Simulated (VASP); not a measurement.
Here is a VASP 6.6.1 calculation.

File INCAR:

```
ALGO = Normal
EDIFF = 1E-7
EDIFFG = -0.01
ENCUT = 600
GGA = PE
IBRION = 2
ISIF = 3
ISMEAR = 0
LASPH = True
LCHARG = False
LREAL = False
LWAVE = False
NELM = 60
NSW = 100
PREC = Accurate
SIGMA = 0.02
```

File KPOINTS:

```
k-points
0
Gamma
  6 6 6
```

File POSCAR:

```
KZnF3
1.0
    4.1273411201      0.0000000000      0.0000000000
    0.0000000000      4.1273411201      0.0000000000
    0.0000000000      0.0000000000      4.1273411201
K Zn F
1 1 3
Direct
    0.0000000000      0.0000000000      0.0000000000
    0.5000000000      0.5000000000      0.5000000000
    0.0000000000      0.5000000000      0.5000000000
    0.5000000000      0.0000000000      0.5000000000
    0.5000000000      0.5000000000      0.0000000000
```

Potentials or basis: VASP PAW PBE potentials, release 64 (K_sv, Zn, F).

Run with:

```console
$ cat potpaw_PBE.64/K_sv/POTCAR potpaw_PBE.64/Zn/POTCAR potpaw_PBE.64/F/POTCAR > POTCAR
$ mpirun -np 1 vasp_std > vasp.out
```

Task: Predict the space group after relaxing (to 0.1 Å).

Result: Pm-3m (No. 221).

Task: Estimate the relaxed cell.

Result: a = 4.131 Å, b = 4.131 Å, c = 4.131 Å, α = 90.00°, β = 90.00°, γ = 90.00°.

Final structure:
```cif
data_structure
_symmetry_space_group_name_H-M 'P 1'
_symmetry_Int_Tables_number 1
_cell_length_a 4.1309
_cell_length_b 4.1309
_cell_length_c 4.1309
_cell_angle_alpha 90.000
_cell_angle_beta 90.000
_cell_angle_gamma 90.000
_cell_volume 70.49
loop_
_atom_site_label
_atom_site_type_symbol
_atom_site_fract_x
_atom_site_fract_y
_atom_site_fract_z
_atom_site_occupancy
K1 K 0.00000 0.00000 0.00000 1
Zn1 Zn 0.50000 0.50000 0.50000 1
F1 F 0.00000 0.50000 0.50000 1
F2 F 0.50000 0.00000 0.50000 1
F3 F 0.50000 0.50000 0.00000 1
```
